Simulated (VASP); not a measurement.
Write the native input for VASP 6.6.1 that does the following.

- Task: single point
- Functional: PBEsol
- Potentials or basis: VASP PAW PBE potentials, release 64 (Y_sv)
- Cutoff: 520 eV
- k mesh: 18 × 18 × 18
- Occupations: gaussian, width 0.15 eV
- Spin: no spin polarisation
- Dipole correction: no
- Further INCAR settings: ALGO = Fast; EDIFF = 1e-06; NBANDS = 12

The structure of Y lies in POSCAR:

```
Y
1.0
    0.0000000000      2.2139947663      3.1305885996
    2.2139947663      0.0000000000      3.1305885996
    2.2139947663      2.2139947663      0.0000000000
Y
1
Direct
    0.0000000000      0.0000000000      0.0000000000
```

This cell differs from its parent crystal: ratio of the length along z to the lengths across it x 1.414, volume and fractional coordinates fixed.

One way to write it, as run:

INCAR

```
SYSTEM = Y
PREC     = Accurate       ! precision mode
ENCUT    = 520            ! plane-wave cutoff, eV
EDIFF    = 1E-6           ! SCF threshold, eV
ISMEAR   = 0              ! smearing method
SIGMA    = 0.15           ! smearing width, eV
LREAL    = .False.        ! projectors in reciprocal space
LASPH    = .True.         ! aspherical terms in the spheres
NELM     = 80             ! most SCF steps
ALGO     = Fast           ! electronic algorithm
ISIF     = 2              ! what is computed and relaxed
LWAVE    = .False.        ! write WAVECAR
LCHARG   = .True.         ! write CHGCAR
GGA      = PS             ! functional
LELF     = .True.         ! ELF
LVHAR    = .True.       
NBANDS   = 12             ! bands
```

KPOINTS

```
Automatic mesh
0
Gamma
  18 18 18
  0 0 0
```

Potentials or basis: VASP PAW PBE potentials, release 64 (Y_sv).

Run with:

```bash
$ cat potpaw_PBE.64/Y_sv/POTCAR > POTCAR
$ mpirun -np 1 vasp_std > vasp.out
```

It gave:

```yaml
Pressure: 0.6 GPa
```

Caveat: the PAW data sets were made with another functional, which shifts forces and pressure a little.

It took 3.3 min on 1 thread of Intel(R) Xeon(R) Platinum 8259CL CPU @ 2.50GHz (Skylake/Cascade Lake), with other jobs on the host, peak memory 0.33 GiB.
